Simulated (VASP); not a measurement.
# LaB (P4/mmm) in VASP: a series of runs

LaB is run at these levels: PBE; tasks: single point, relaxation of cell and atoms.

All numbers are computed with VASP 6.6.1; they aren't measurements. Logs are shortened: lines on timing, memory, paths and dates and some standing lists are left out, and cuts for length are marked.

### Step 1. The cell of the first run

Symmetry: P4/mmm, No. 123, tetragonal system. The conventional cell has a = 3.335 Å, b = 3.335 Å, c = 3.739 Å, α = 90.00°, β = 90.00°, γ = 90.00°. La (site symmetry 4/mmm) has 8 B at 3.01 Å and 6 La at 3.34 to 3.74 Å within 4.0 Å. Within 4.0 Å of B (site symmetry 4/mmm) lie 8 La at 3.01 Å and 6 B at 3.34 to 3.74 Å.

### Step 2. Single point, PBE

File INCAR:

```
  ALGO = Normal
  EDIFF = 1E-7
  ENCUT = 520
  GGA = PE
  ISIF = 2
  ISMEAR = 0
  LASPH = True
  LCHARG = False
  LREAL = False
  LWAVE = False
  NBANDS = 14
  NELM = 100
  PREC = Accurate
  SIGMA = 0.1
```

File KPOINTS:

```
k-points
0
Gamma
  6 6 6
```

File POSCAR:

```
LaB
1.0
    3.3351229000      0.0000000000      0.0000000000
    0.0000000000      3.3351229000      0.0000000000
    0.0000000000      0.0000000000      3.7391772800
La B
1 1
Direct
    0.5000000000      0.5000000000      0.5000000000
    0.0000000000      0.0000000000      0.0000000000
```

Potentials or basis: VASP PAW PBE potentials, release 64 (La, B).

On the command line:

```console
$ cat potpaw_PBE.64/La/POTCAR potpaw_PBE.64/B/POTCAR > POTCAR
$ mpirun -np 1 vasp_std > vasp.out
```

OUTCAR:

```text
EDIFF = 1E-7
   ENCUT = 520
   GGA = PE
   ISIF = 2
   ISMEAR = 0
   LASPH = True
   LREAL = False
   NELM = 100
   PREC = Accurate

 ion  position               nearest neighbor table
   1  0.500  0.500  0.500-
   2  0.000  0.000  0.000-

  LATTYP: Found a simple tetragonal cell.
 ALAT       =     3.3351229000
 C/A-ratio  =     1.1211512715

  Lattice vectors:

 A1 = (   3.3351229000,   0.0000000000,   0.0000000000)
 A2 = (   0.0000000000,   3.3351229000,   0.0000000000)
 A3 = (   0.0000000000,   0.0000000000,   3.7391772800)

Analysis of symmetry for initial positions (statically):
=====================================================================
 Subroutine PRICEL returns:
 Original cell was already a primitive cell.

 Routine SETGRP: Setting up the symmetry group for a
 simple tetragonal supercell.

 Subroutine GETGRP returns: Found 16 space group operations
 (whereof 16 operations were pure point group operations)
 out of a pool of 16 trial point group operations.

The static configuration has the point symmetry D_4h.

Analysis of symmetry for dynamics (positions and initial velocities):
=====================================================================
 Subroutine PRICEL returns:
 Original cell was already a primitive cell.

 Routine SETGRP: Setting up the symmetry group for a
 simple tetragonal supercell.

 Subroutine GETGRP returns: Found 16 space group operations
 (whereof 16 operations were pure point group operations)
 out of a pool of 16 trial point group operations.

The dynamic configuration has the point symmetry D_4h.

 Subroutine INISYM returns: Found 16 space group operations
 (whereof 16 operations are pure point group operations),
 and found     1 'primitive' translations

----------------------------------------------------------------------------------------

                                     Primitive cell

  volume of cell :      41.5910

  direct lattice vectors                    reciprocal lattice vectors
     3.335122900  0.000000000  0.000000000     0.299839025  0.000000000  0.000000000
     0.000000000  3.335122900  0.000000000     0.000000000  0.299839025  0.000000000
     0.000000000  0.000000000  3.739177280     0.000000000  0.000000000  0.267438510

  length of vectors
     3.335122900  3.335122900  3.739177280     0.299839025  0.299839025  0.267438510

  position of ions in fractional coordinates (direct lattice)
     0.500000000  0.500000000  0.500000000
     0.000000000  0.000000000  0.000000000

  ion indices of the primitive-cell ions
   primitive index   ion index
                 1           1
                 2           2

----------------------------------------------------------------------------------------

 KPOINTS: k-points

Automatic generation of k-mesh.
 Grid dimensions read from file:
 generate k-points for:    6    6    6

 Generating k-lattice:

  Cartesian coordinates                     Fractional coordinates (reciprocal lattice)
     0.049973171  0.000000000  0.000000000     0.166666667  0.000000000  0.000000000
     0.000000000  0.049973171  0.000000000     0.000000000  0.166666667  0.000000000
     0.000000000  0.000000000  0.044573085     0.000000000  0.000000000  0.166666667

  Length of vectors
     0.049973171  0.049973171  0.044573085

  Shift w.r.t. Gamma in fractional coordinates (k-lattice)
     0.000000000  0.000000000  0.000000000

 Subroutine IBZKPT returns following result:
 ===========================================

 Found     40 irreducible k-points:

 Following reciprocal coordinates:
            Coordinates               Weight
  0.000000  0.000000  0.000000      1.000000
  0.166667  0.000000  0.000000      4.000000
  0.333333  0.000000  0.000000      4.000000
  0.500000  0.000000  0.000000      2.000000
  0.166667  0.166667  0.000000      4.000000
  0.333333  0.166667  0.000000      8.000000
[... 16 lines left out ...]
  0.333333  0.000000  0.333333      8.000000
  0.500000  0.000000  0.333333      4.000000
 [... further k-points ...]
   k-points           NKPTS =     40   k-points in BZ     NKDIM =     40   number of bands    NBANDS=     14
   number of dos      NEDOS =    301   number of ions     NIONS =      2
   total plane-waves  NPLWV =  21952
   dimension x,y,z NGX =    28 NGY =   28 NGZ =   28
   dimension x,y,z NGXF=    56 NGYF=   56 NGZF=   56
   ions per type =               1   1
   NGX,Y,Z   is equivalent  to a cutoff of  13.96, 13.96, 12.45 a.u.
   NGXF,Y,Z  is equivalent  to a cutoff of  27.91, 27.91, 24.90 a.u.
 SYSTEM =  unknown system
   PREC   = accura    normal or accurate (medium, high low for compatibility)
   ISTART =      0    job   : 0-new  1-cont  2-samecut
   ICHARG =      2    charge: 1-file 2-atom 10-const
   ISPIN  =      1    spin polarized calculation?
   LNONCOLLINEAR =      F non collinear calculations
   LSORBIT =      F    spin-orbit coupling
   LASPH  =      T    aspherical Exc in radial PAW
   ENCUT  =  520.0 eV  38.22 Ry    6.18 a.u.   6.20  6.20  6.95*2*pi/ulx,y,z
   NELM   =    100;   NELMIN=  2; NELMDL= -5     # of ELM steps
   EDIFF  = 0.1E-06   stopping-criterion for ELM
   LREAL  =      F    real-space projection
   EDIFFG = 0.1E-05   stopping-criterion for IOM
   NSW    =      0    number of steps for IOM
   IBRION =     -1    ionic relax: 0-MD 1-quasi-New 2-CG
   NFREE  =      0    steps in history (QN), initial steepest desc. (CG)
   ISIF   =      2    stress and relaxation
   ISYM   =      2    0-nonsym 1-usesym 2-fastsym
   POTIM  = 0.5000    time-step for ionic-motion
   TEBEG  =    0.0;   TEEND  =   0.0 temperature during run
   PSTRESS=    0.0 pullay stress
   NELECT =      14.0000    total number of electrons
   NUPDOWN=      -1.0000    fix difference up-down
   EMIN   =  10.00;   EMAX   =-10.00  energy-range for DOS
   EFERMI =   0.00;   METHOD = LEGACY
   ISMEAR =     0;   SIGMA  =   0.10  broadening in eV -4-tet -1-fermi 0-gaus
   EFERMI_NEDOS =   21; number of points for ismear=-14 and -15
   IALGO  =     38    algorithm
   IMIX   =      4    mixing-type and parameters
     AMIX     =   0.40;   BMIX     =  1.00
     AMIX_MAG =   1.60;   BMIX_MAG =  1.00
  volume/ion in A,a.u.               =      20.80       140.34
  Fermi-wavevector in a.u.,A,eV,Ry     =   1.138809  2.152037 17.645208  1.296886
  Thomas-Fermi vector in A             =   2.275513
   LORBIT       =      0    0 simple, 1 ext, 2 COOP (PROOUT), +10 PAW based schemes
   GGA     = PE    functional components
   LHFCALC =     F    Hartree Fock is set to
   AEXX    =    0.0000 exact exchange contribution
   IVDW    =     0    specifies the selected vdW correction
   LEPSILON=     F    determine dielectric tensor
   LRPA    =     F    only Hartree local field effects (RPA)
 non-spin polarized calculation
 Gauss-broadening in eV      SIGMA  =   0.10
  energy-cutoff  :      520.00
  volume of cell :       41.59
 maximum number of plane-waves:      1148
 NGX is ok and might be reduce to    28
   NGX = 13   NGY = 13   NGZ = 13

 number of electron      13.9999998 magnetization

 Free energy of the ion-electron system (eV)
  ---------------------------------------------------
  ext. energy  EPLUGINS =         0.00000000
  ---------------------------------------------------
  free energy    TOTEN  =       -10.64504097 eV

  energy without entropy =      -10.63361341  energy(sigma->0) =      -10.63932719

 E-fermi :   7.7950     XC(G=0): -10.3829

 val. band max:        7.7887461575   @ k =   0.1667   0.1667   0.1667
 cond. band min:       7.8734312594   @ k =   0.5000   0.0000   0.5000
 fundamental gap:      0.0846851019
 Fermi energy:         7.7949998896

 k-point     1 :       0.0000    0.0000    0.0000
  band No.  band energies     occupation
      1     -24.6365      2.00000
      2      -7.9695      2.00000
      3      -7.4732      2.00000
      4      -7.4732      2.00000
      5       0.6855      2.00000
      6       7.1780      2.00000
      7       7.2273      2.00000
      8       8.8000      0.00000
      9       9.5794      0.00000
     10       9.5794      0.00000
     11      10.2030      0.00000
     12      10.3931      0.00000
     13      10.3931      0.00000
     14      10.7586      0.00000

 k-point     2 :       0.1667    0.0000    0.0000
  band No.  band energies     occupation
      1     -24.5787      2.00000
      2      -8.0440      2.00000
      3      -7.9059      2.00000
      4      -7.4205      2.00000
      5       1.1687      2.00000
      6       7.3975      2.00000
      7       7.5491      1.99950
      8       8.3848      0.00000
      9       9.2217      0.00000
     10       9.4625      0.00000
     11      10.2067      0.00000
     12      10.2965      0.00000
     13      10.4393      0.00000
     14      10.7062      0.00000

 k-point     3 :       0.3333    0.0000    0.0000
  band No.  band energies     occupation
      1     -24.4595      2.00000
      2      -9.0185      2.00000
      3      -7.7746      2.00000
      4      -7.3123      2.00000
      5       2.2563      2.00000
      6       6.1525      2.00000
      7       7.5095      1.99995
      8       7.9619      0.01829
      9       9.0778      0.00000
     10       9.9617      0.00000
     11      10.0635      0.00000
     12      10.2589      0.00000
     13      10.5391      0.00000
     14      10.6129      0.00000
[... 324 lines left out ...]
 k-point    23 :       0.3333    0.0000    0.3333
  band No.  band energies     occupation
      1     -24.4072      2.00000
      2      -8.8936      2.00000
      3      -8.4265      2.00000
      4      -7.2595      2.00000
      5       2.1427      2.00000
      6       6.3114      2.00000
      7       7.7302      1.64036
      8       9.0628      0.00000
      9       9.2596      0.00000
     10      10.0575      0.00000
     11      10.1025      0.00000
     12      10.5169      0.00000
     13      10.5851      0.00000
     14      10.7362      0.00000

 k-point    24 :       0.5000    0.0000    0.3333
  band No.  band energies     occupation
      1     -24.3467      2.00000
      2      -9.3109      2.00000
      3      -8.3265      2.00000
      4      -7.2080      2.00000
      5       1.9852      2.00000
      6       6.5635      2.00000
      7       7.7028      1.80777
      8       8.7936      0.00000
      9       9.3272      0.00000
     10      10.1478      0.00000
     11      10.3323      0.00000
     12      10.4450      0.00000
     13      10.7380      0.00000
     14      10.8584      0.00000

 [... further k-points ...]

------------------------ aborting loop because EDIFF is reached ----------------------------------------

  FORCE on cell =-STRESS in cart. coord.  units (eV):
  Direction    XX          YY          ZZ          XY          YZ          ZX
  --------------------------------------------------------------------------------------
  -------------------------------------------------------------------------------------
  Total       -0.5645007     -0.5645007     -1.4531069      0.0000000      0.0000000      0.0000000
  in kB      -21.7457963    -21.7457963    -55.9768446      0.0000000      0.0000000      0.0000000
  external PRESSURE =     -33.1561458 kB  Pullay stress =       0.0000000 kB

 VOLUME and BASIS-vectors are now :
 -----------------------------------------------------------------------------
  energy-cutoff  :      520.00
  volume of cell :       41.59
      direct lattice vectors                 reciprocal lattice vectors
     3.335122900  0.000000000  0.000000000     0.299839025  0.000000000  0.000000000
     0.000000000  3.335122900  0.000000000     0.000000000  0.299839025  0.000000000
     0.000000000  0.000000000  3.739177280     0.000000000  0.000000000  0.267438510

 POSITION                                       TOTAL-FORCE (eV/Angst)
 -----------------------------------------------------------------------------------
      1.66756      1.66756      1.86959         0.000000      0.000000      0.000000
      0.00000      0.00000      0.00000         0.000000      0.000000      0.000000
 -----------------------------------------------------------------------------------
    total drift:                               -0.000000      0.000000      0.000000

  FREE ENERGIE OF THE ION-ELECTRON SYSTEM (eV)
  ---------------------------------------------------
  free  energy   TOTEN  =       -10.6450409664 eV

  energy  without entropy=      -10.6336134147  energy(sigma->0) =      -10.63932719
```

Wall time 61 s (1 thread of AMD EPYC 7R13, shared host); peak memory 0.15 GiB.

Results:

```yaml
Free_energy: -10.6450 eV
Pressure: -3.3 GPa
Band_gap_on_the_k_mesh: zero (band 7 reaches 7.96 eV, above the bottom of band 8 at 4.85 eV)
```

Stress tensor (GPa, compression positive):
```
-2.17  0.00  0.00
 0.00 -2.17  0.00
 0.00  0.00 -5.60
```

Caveat: spin-orbit coupling is left out, which moves the levels of the heavy elements.

### Step 3. Relaxation of cell and atoms, PBE

File INCAR:

```
ALGO = Normal
EDIFF = 1E-7
EDIFFG = -0.01
ENCUT = 600
GGA = PE
IBRION = 2
ISIF = 3
ISMEAR = 0
LASPH = True
LCHARG = False
LREAL = False
LWAVE = False
NELM = 100
NSW = 100
PREC = Accurate
SIGMA = 0.1
```

File KPOINTS:

```
k-points
0
Gamma
  16 16 16
```

POSCAR is that of step 2.

Potentials or basis: VASP PAW PBE potentials, release 64 (La, B).

On the command line:

```console
$ cat potpaw_PBE.64/La/POTCAR potpaw_PBE.64/B/POTCAR > POTCAR
$ mpirun -np 1 vasp_std > vasp.out
```

Wall time 34 min (1 thread of AMD EPYC 7R13, shared host); peak memory 0.43 GiB.

The run converged. Its results:

- Free energy: -10.7310 eV
- Relaxed volume: 19.86 Å³/atom
- Relaxed cell: a = 3.411 Å, b = 3.411 Å, c = 3.413 Å, α = 90.00°, β = 90.00°, γ = 90.00°
- Space group after relaxing (to 0.05 Å): Pm-3m (No. 221)
- Energy gained by relaxing: 35.3 meV/atom
- Ionic steps: 8
- Pressure after relaxing: 0.0 GPa
- Band gap on the k mesh: zero (band 7 reaches 8.59 eV, above the bottom of band 8 at 4.99 eV)

Step by step:
| step | energy change (eV) | largest force (eV/Å) | pressure (GPa) | volume (Å³) |
| --- | --- | --- | --- | --- |
| 1 | 0.0000 | 0.0000 | -3.39 | 41.59 |
| 2 | -0.0433 | 0.0000 | 1.15 | 38.98 |
| 3 | -0.0433 | 0.0000 | 1.12 | 38.99 |
| 4 | -0.0567 | 0.0000 | 0.66 | 39.28 |
| 5 | -0.0706 | 0.0000 | -0.22 | 39.84 |
| 6 | -0.0706 | 0.0000 | -0.17 | 39.82 |
| 7 | -0.0707 | 0.0000 | 0.11 | 39.66 |
| 8 | -0.0707 | 0.0000 | 0.01 | 39.71 |

Final structure:
```
CELL_PARAMETERS angstrom
3.41098 0.00000 0.00000
0.00000 3.41098 0.00000
0.00000 0.00000 3.41340
ATOMIC_POSITIONS crystal
La 0.50000 0.50000 0.50000
B 0.00000 0.00000 0.00000
```

Levels at points of the mesh, in eV from the Fermi level:
```tsv
k point	band 4	band 5	band 6	band 7	band 8	band 9	band 10	band 11
(0.00, 0.00, 0.00)	-15.23	-7.16	-0.59	-0.59	1.57	1.58	1.58	2.75
(0.50, 0.00, 0.00)	-15.03	-4.57	-2.94	0.31	0.33	0.43	2.11	2.64
(0.50, 0.50, 0.00)	-14.87	-6.18	-0.14	-0.14	0.87	1.44	2.77	2.77
(0.00, 0.00, 0.50)	-15.03	-4.57	-2.94	0.32	0.32	0.42	2.11	2.64
(0.50, 0.00, 0.50)	-14.87	-6.18	-0.14	-0.14	0.87	1.44	2.77	2.77
(0.50, 0.50, 0.50)	-16.33	-4.00	-3.24	-3.24	-3.24	2.84	2.84	2.84
```

Caveat: spin-orbit coupling is left out, which moves the levels of the heavy elements.
